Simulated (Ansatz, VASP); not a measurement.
One calculation of K, two programs

```
K
1.0
    -2.56564    2.61800    2.61800
     2.61800   -2.56564    2.61800
     2.61800    2.61800   -2.56564
K
1
Direct
  0.00000 0.00000 0.00000
```

Change from the starting cell: equal xy, yz and zx shear strains of +2 %.

Alike in both runs: task single point; functional PBEsol; k mesh 10 × 10 × 10; occupations fermi-dirac, width 0.08 eV; no spin polarisation.

|  | VASP | Ansatz |
| --- | --- | --- |
| version | VASP 6.6.1 | Ansatz 0.2.0 |
| potentials or method | VASP PAW PBE potentials, release 64 (K_sv), cutoff 520 eV | all-electron LAPW, scalar-relativistic |

|  | VASP | Ansatz | Ansatz less VASP |
| --- | --- | --- | --- |
| pressure (GPa) | 0.0 | 0.0 | +0.01 |
| traceless stress, the component that is largest in VASP (GPa) | -0.05 | -0.05 | 0.000 |

VASP's potentials were made for PBE, not for PBEsol. Ansatz ran all-electron here, and VASP with PAW potentials.
